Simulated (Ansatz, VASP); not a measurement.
B4PdRu2: VASP beside Ansatz

```
CELL_PARAMETERS angstrom
2.89779 0.00000 0.00000
-1.44889 2.50956 0.00000
0.00000 0.00000 9.57669
ATOMIC_POSITIONS crystal
B 0.33333 0.66667 0.54442
B 0.66667 0.33333 0.61056
B 0.66667 0.33333 0.15269
B 0.33333 0.66667 0.23242
Ru 0.66667 0.33333 0.38328
Ru 0.33333 0.66667 0.01410
Pd 0.00000 0.00000 0.76553
```

Alike in both runs: functional PBE; k mesh 6 × 6 × 2; occupations gaussian, width 0.2 eV; no spin polarisation.

Ansatz relaxed the structure, and its values are those at the end. VASP's run is a single point on that final structure, the one shown.

```csv
,VASP,Ansatz
version,VASP 6.6.1,Ansatz 0.2.0
potentials or method,"VASP PAW PBE potentials, release 64 (B, Ru_pv, Pd), cutoff 520 eV","scalar-relativistic, plane waves, PAW"
valence electrons in the cell,50,62
```

```csv
,VASP,Ansatz,Ansatz less VASP
gap on the k mesh at the Fermi level (eV),none,none,-
pressure (GPa),0.0,0.0,-0.03
rms of the force components (eV/Å),0.019,0.013,-0.0052
```

A gap of «none» marks a metal or a gap that the smearing closes. VASP's potentials hold 50 valence electrons a cell and Ansatz's 62, so a difference there can come from the potentials and not from the codes.

The k mesh is coarse, so the values compare programs but aren't converged.
